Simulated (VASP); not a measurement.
TaN: electric field gradients with LDA

The system is TaN.

```
Ta N
1.0
     0.00000    2.14955    2.14955
     2.14955    0.00000    2.14955
     2.14955    2.14955    0.00000
Ta N
1 1
Cartesian
  2.1496 2.1496 2.1496
  0.0000 0.0000 0.0000
```

- Program: VASP 6.6.1
- Task: electric field gradients
- Functional: LDA
- Potentials or basis: VASP PAW LDA potentials, release 64 (Ta_sv_GW, N)
- Cutoff: 520 eV
- k mesh: 9 × 9 × 9
- Occupations: fermi-dirac, width 0.02 eV
- Spin: no spin polarisation
- Dipole correction: no
- Further INCAR settings: ALGO = Normal; EDIFF = 1e-08; NBANDS = 16

```
Pressure                                : 14.8 GPa
Band gap on the k mesh                  : zero (bands 9 and 10 overlap by 4.05 eV)
Largest electric field gradient by atom : under 0.05 V/Å² on every atom
```

Levels at points of the mesh, in eV from the Fermi level:
| k point | band 6 | band 7 | band 8 | band 9 | band 10 | band 11 | band 12 | band 13 |
| --- | --- | --- | --- | --- | --- | --- | --- | --- |
| (0.00, 0.00, 0.00) | -3.83 | -3.83 | -3.83 | -2.20 | -2.20 | -2.20 | 0.14 | 0.14 |

Run time: 11 s on 1 thread of AMD EPYC 7R13 Processor (Zen 3) (shared host), peak memory 0.11 GiB.

Caveat: the cell stands under pressure; spin-orbit coupling is left out, which moves the levels of the heavy elements.
